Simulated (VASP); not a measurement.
# MgS (Fm-3m) in VASP: a series of runs

The runs below take MgS through electric field gradients, with PBEsol.

Program: VASP 6.6.1. These are calculated values, not measurements. Logs are shortened: lines on timing, memory, paths and dates and some standing lists are left out, and cuts for length are marked.

### Step 1. The cell of the first run

It takes space group Fm-3m (No. 225, cubic). The conventional cell has a = 5.097 Å, b = 5.097 Å, c = 5.097 Å, α = 90.00°, β = 90.00°, γ = 90.00°. Within 3.4 Å of Mg (site symmetry m-3m) lie 6 S at 2.55 Å. S (site symmetry m-3m) has 6 Mg at 2.55 Å within 3.4 Å.

### Step 2. Electric field gradients, PBEsol (volume scaled by 0.94)

INCAR reads:

```
SYSTEM = MgS
PREC = Accurate ; ENCUT = 520
EDIFF = 1E-8 ; ISMEAR = -1
SIGMA = 0.03 ; LREAL = .FALSE.
LASPH = .TRUE. ; NELM = 60
ALGO = Normal ; ISIF = 2
LWAVE = .FALSE. ; LCHARG = .FALSE.
GGA = PS ; LEFG = .TRUE.
NBANDS = 11
```

KPOINTS reads:

```
regular mesh
0
G
  10 10 10
  0 0 0
```

POSCAR reads:

```
MgS
1.0
    0.0000000000      2.5485401997      2.5485401997
    2.5485401997      0.0000000000      2.5485401997
    2.5485401997      2.5485401997      0.0000000000
Mg S
1 1
Direct
    0.0000000000      0.0000000000      0.0000000000
    0.5000000000      0.5000000000      0.5000000000
```

Potentials or basis: VASP PAW PBE potentials, release 64 (Mg, S).

Run with:

```sh
cat potpaw_PBE.64/Mg/POTCAR potpaw_PBE.64/S/POTCAR > POTCAR
mpirun -np 1 vasp_std > vasp.out
```

OUTCAR:

```text
SYSTEM = MgS
   PREC = Accurate
   ENCUT = 520
   EDIFF = 1E-8
   ISMEAR = -1
   LREAL = .FALSE.
   LASPH = .TRUE.
   NELM = 60
   ISIF = 2
   GGA = PS

 ion  position               nearest neighbor table
   1  0.000  0.000  0.000-   2 2.55   2 2.55   2 2.55   2 2.55   2 2.55   2 2.55
   2  0.500  0.500  0.500-   1 2.55   1 2.55   1 2.55   1 2.55   1 2.55   1 2.55

  LATTYP: Found a face centered cubic cell.
 ALAT       =     5.0970803994

  Lattice vectors:

 A1 = (   0.0000000000,   2.5485401997,   2.5485401997)
 A2 = (   2.5485401997,   0.0000000000,   2.5485401997)
 A3 = (   2.5485401997,   2.5485401997,   0.0000000000)

Analysis of symmetry for initial positions (statically):
=====================================================================
 Subroutine PRICEL returns:
 Original cell was already a primitive cell.

 Routine SETGRP: Setting up the symmetry group for a
 face centered cubic supercell.

 Subroutine GETGRP returns: Found 48 space group operations
 (whereof 48 operations were pure point group operations)
 out of a pool of 48 trial point group operations.

The static configuration has the point symmetry O_h .

Analysis of symmetry for dynamics (positions and initial velocities):
=====================================================================
 Subroutine PRICEL returns:
 Original cell was already a primitive cell.

 Routine SETGRP: Setting up the symmetry group for a
 face centered cubic supercell.

 Subroutine GETGRP returns: Found 48 space group operations
 (whereof 48 operations were pure point group operations)
 out of a pool of 48 trial point group operations.

The dynamic configuration has the point symmetry O_h .

 Subroutine INISYM returns: Found 48 space group operations
 (whereof 48 operations are pure point group operations),
 and found     1 'primitive' translations

----------------------------------------------------------------------------------------

                                     Primitive cell

  volume of cell :      33.1058

  direct lattice vectors                    reciprocal lattice vectors
     0.000000000  2.548540200  2.548540200    -0.196190745  0.196190745  0.196190745
     2.548540200  0.000000000  2.548540200     0.196190745 -0.196190745  0.196190745
     2.548540200  2.548540200  0.000000000     0.196190745  0.196190745 -0.196190745

  length of vectors
     3.604180115  3.604180115  3.604180115     0.339812338  0.339812338  0.339812338

  position of ions in fractional coordinates (direct lattice)
     0.000000000  0.000000000  0.000000000
     0.500000000  0.500000000  0.500000000

  ion indices of the primitive-cell ions
   primitive index   ion index
                 1           1
                 2           2

----------------------------------------------------------------------------------------

 KPOINTS: regular mesh

Automatic generation of k-mesh.
 Grid dimensions read from file:
 generate k-points for:   10   10   10

 Generating k-lattice:

  Cartesian coordinates                     Fractional coordinates (reciprocal lattice)
    -0.019619074  0.019619074  0.019619074     0.100000000  0.000000000  0.000000000
     0.019619074 -0.019619074  0.019619074     0.000000000  0.100000000  0.000000000
     0.019619074  0.019619074 -0.019619074     0.000000000  0.000000000  0.100000000

  Length of vectors
     0.033981234  0.033981234  0.033981234

  Shift w.r.t. Gamma in fractional coordinates (k-lattice)
     0.000000000  0.000000000  0.000000000

 Subroutine IBZKPT returns following result:
 ===========================================

 Found     47 irreducible k-points:

 Following reciprocal coordinates:
            Coordinates               Weight
  0.000000  0.000000  0.000000      1.000000
  0.100000  0.000000  0.000000      8.000000
  0.200000  0.000000  0.000000      8.000000
  0.300000  0.000000  0.000000      8.000000
  0.400000  0.000000  0.000000      8.000000
  0.500000  0.000000  0.000000      4.000000
[... 16 lines left out ...]
  0.300000  0.300000  0.000000      6.000000
  0.400000  0.300000  0.000000     24.000000
 [... further k-points ...]
   k-points           NKPTS =     47   k-points in BZ     NKDIM =     47   number of bands    NBANDS=     11
   number of dos      NEDOS =    301   number of ions     NIONS =      2
   total plane-waves  NPLWV =  21952
   dimension x,y,z NGX =    28 NGY =   28 NGZ =   28
   dimension x,y,z NGXF=    56 NGYF=   56 NGZF=   56
   ions per type =               1   1
   NGX,Y,Z   is equivalent  to a cutoff of  12.92, 12.92, 12.92 a.u.
   NGXF,Y,Z  is equivalent  to a cutoff of  25.83, 25.83, 25.83 a.u.
 SYSTEM =  MgS
   PREC   = accura    normal or accurate (medium, high low for compatibility)
   ISTART =      0    job   : 0-new  1-cont  2-samecut
   ICHARG =      2    charge: 1-file 2-atom 10-const
   ISPIN  =      1    spin polarized calculation?
   LNONCOLLINEAR =      F non collinear calculations
   LSORBIT =      F    spin-orbit coupling
   LASPH  =      T    aspherical Exc in radial PAW
   ENCUT  =  520.0 eV  38.22 Ry    6.18 a.u.   6.70  6.70  6.70*2*pi/ulx,y,z
   NELM   =     60;   NELMIN=  2; NELMDL= -5     # of ELM steps
   EDIFF  = 0.1E-07   stopping-criterion for ELM
   LREAL  =      F    real-space projection
   EDIFFG = 0.1E-06   stopping-criterion for IOM
   NSW    =      0    number of steps for IOM
   IBRION =     -1    ionic relax: 0-MD 1-quasi-New 2-CG
   NFREE  =      0    steps in history (QN), initial steepest desc. (CG)
   ISIF   =      2    stress and relaxation
   ISYM   =      2    0-nonsym 1-usesym 2-fastsym
   POTIM  = 0.5000    time-step for ionic-motion
   TEBEG  =    0.0;   TEEND  =   0.0 temperature during run
   PSTRESS=    0.0 pullay stress
   NELECT =       8.0000    total number of electrons
   NUPDOWN=      -1.0000    fix difference up-down
   EMIN   =  10.00;   EMAX   =-10.00  energy-range for DOS
   EFERMI =   0.00;   METHOD = LEGACY
   ISMEAR =    -1;   SIGMA  =   0.03  broadening in eV -4-tet -1-fermi 0-gaus
   EFERMI_NEDOS =   21; number of points for ismear=-14 and -15
   IALGO  =     38    algorithm
   IMIX   =      4    mixing-type and parameters
     AMIX     =   0.40;   BMIX     =  1.00
     AMIX_MAG =   1.60;   BMIX_MAG =  1.00
  volume/ion in A,a.u.               =      16.55       111.70
  Fermi-wavevector in a.u.,A,eV,Ry     =   1.019694  1.926943 14.147019  1.039777
  Thomas-Fermi vector in A             =   2.153222
   LORBIT       =      0    0 simple, 1 ext, 2 COOP (PROOUT), +10 PAW based schemes
   GGA     = PS    functional components
   LHFCALC =     F    Hartree Fock is set to
   AEXX    =    0.0000 exact exchange contribution
   IVDW    =     0    specifies the selected vdW correction
   LEPSILON=     F    determine dielectric tensor
   LRPA    =     F    only Hartree local field effects (RPA)
 non-spin polarized calculation
  energy-cutoff  :      520.00
  volume of cell :       33.11
 maximum number of plane-waves:       914
   NGX = 13   NGY = 13   NGZ = 13

 number of electron       7.9999999 magnetization

 Free energy of the ion-electron system (eV)
  ---------------------------------------------------
  ext. energy  EPLUGINS =         0.00000000
  ---------------------------------------------------
  free energy    TOTEN  =        -9.05531474 eV

  energy without entropy =       -9.05531474  energy(sigma->0) =       -9.05531474

 E-fermi :   4.8786     XC(G=0): -10.0952

 val. band max:        4.2473505291   @ k =   0.0000   0.0000   0.0000
 cond. band min:       7.0777666788   @ k =   0.5000   0.5000   0.0000
 fundamental gap:      2.8304161498
 Fermi energy:         4.8785575172

 k-point     1 :       0.0000    0.0000    0.0000
  band No.  band energies     occupation
      1      -8.8070      2.00000
      2       4.2474      2.00000
      3       4.2474      2.00000
      4       4.2474      2.00000
      5       8.3432      0.00000
      6      12.0547      0.00000
      7      12.0547      0.00000
      8      12.0547      0.00000
      9      14.6223      0.00000
     10      14.6223      0.00000
     11      16.6847      0.00000

 k-point     2 :       0.1000    0.0000    0.0000
  band No.  band energies     occupation
      1      -8.6986      2.00000
      2       3.4804      2.00000
      3       4.1699      2.00000
      4       4.1699      2.00000
      5       8.9180      0.00000
      6      11.8172      0.00000
      7      12.2601      0.00000
      8      12.2601      0.00000
      9      14.1521      0.00000
     10      14.1521      0.00000
     11      17.3044      0.00000
[... 295 lines left out ...]
 k-point    24 :       0.4000    0.3000    0.0000
  band No.  band energies     occupation
      1      -7.3523      2.00000
      2       0.3521      2.00000
      3       2.4317      2.00000
      4       2.7388      2.00000
      5       8.2556      0.00000
      6       9.2185      0.00000
      7      14.0714      0.00000
      8      14.9391      0.00000
      9      16.7362      0.00000
     10      17.7427      0.00000
     11      21.3309      0.00000

 [... further k-points ...]
[... 5 lines left out ...]
  --------------------------------------------------------------------------------------
  -------------------------------------------------------------------------------------
  Total        0.8463033      0.8463033      0.8463033      0.0000000      0.0000000     -0.0000000
  in kB       40.9573787     40.9573787     40.9573787      0.0000000      0.0000000     -0.0000000
  external PRESSURE =      40.9573787 kB  Pullay stress =       0.0000000 kB

 VOLUME and BASIS-vectors are now :
 -----------------------------------------------------------------------------
  energy-cutoff  :      520.00
  volume of cell :       33.11
      direct lattice vectors                 reciprocal lattice vectors
     0.000000000  2.548540200  2.548540200    -0.196190745  0.196190745  0.196190745
     2.548540200  0.000000000  2.548540200     0.196190745 -0.196190745  0.196190745
     2.548540200  2.548540200  0.000000000     0.196190745  0.196190745 -0.196190745

 POSITION                                       TOTAL-FORCE (eV/Angst)
 -----------------------------------------------------------------------------------
      0.00000      0.00000      0.00000         0.000000     -0.000000      0.000000
      2.54854      2.54854      2.54854        -0.000000      0.000000     -0.000000
 -----------------------------------------------------------------------------------
    total drift:                                0.000000      0.000000      0.000000

  FREE ENERGIE OF THE ION-ELECTRON SYSTEM (eV)
  ---------------------------------------------------
  free  energy   TOTEN  =        -9.0553147370 eV

  energy  without entropy=       -9.0553147370  energy(sigma->0) =       -9.05531474

 Electric field gradients (V/A^2)
---------------------------------------------------------------------
 ion       V_xx      V_yy      V_zz      V_xy      V_xz      V_yz
---------------------------------------------------------------------
   1       0.000     0.000    -0.000     0.000     0.000     0.000
   2      -0.000    -0.000    -0.000    -0.000    -0.000    -0.000
---------------------------------------------------------------------

 Electric field gradients after diagonalization (V/A^2)
 (convention: |V_zz| > |V_xx| > |V_yy|)
----------------------------------------------------------------------
 ion       V_xx      V_yy      V_zz     asymmetry (V_yy - V_xx)/ V_zz
----------------------------------------------------------------------
   1      -0.000    -0.000     0.000       0.000
   2       0.000     0.000    -0.000       0.000
----------------------------------------------------------------------

           NMR quadrupolar parameters

 Cq : quadrupolar parameter    Cq=e*Q*V_zz/h
 eta: asymmetry parameters     (V_yy - V_xx)/ V_zz
 Q  : nuclear electric quadrupole moment in mb (millibarn)
----------------------------------------------------------------------
 ion       Cq(MHz)       eta       Q (mb)
----------------------------------------------------------------------
   1       0.000       0.000       1.000
   2      -0.000       0.000       1.000
----------------------------------------------------------------------
```

Wall time 28 s (1 thread of Intel Xeon 8259CL, shared host); peak memory 0.16 GiB.

What came out:

```yaml
Free_energy: -9.0553 eV
Pressure: 4.1 GPa
Band_gap_on_the_k_mesh: 2.83 eV, indirect (least direct gap 4.10 eV)
```

Levels at points of the mesh, in eV from the valence-band top:
| k point | band 2 | band 3 | band 4 | band 5 | band 6 | band 7 |
| --- | --- | --- | --- | --- | --- | --- |
| (0.00, 0.00, 0.00) | 0.00 | 0.00 | 0.00 | 4.10 | 7.81 | 7.81 |
| (0.50, 0.00, 0.00) | -5.24 | -0.67 | -0.67 | 4.49 | 6.89 | 6.89 |
| (0.50, 0.50, 0.00) | -4.60 | -1.85 | -1.85 | 2.83 | 4.04 | 12.49 |

Caveat: without QUAD_EFG the Cq values of the log hold for a quadrupole moment of 1 mb, not for the nuclei; the PAW data sets were made with another functional, which shifts forces and pressure a little. A k mesh can miss the band edges.

[end of part 1 of 3]
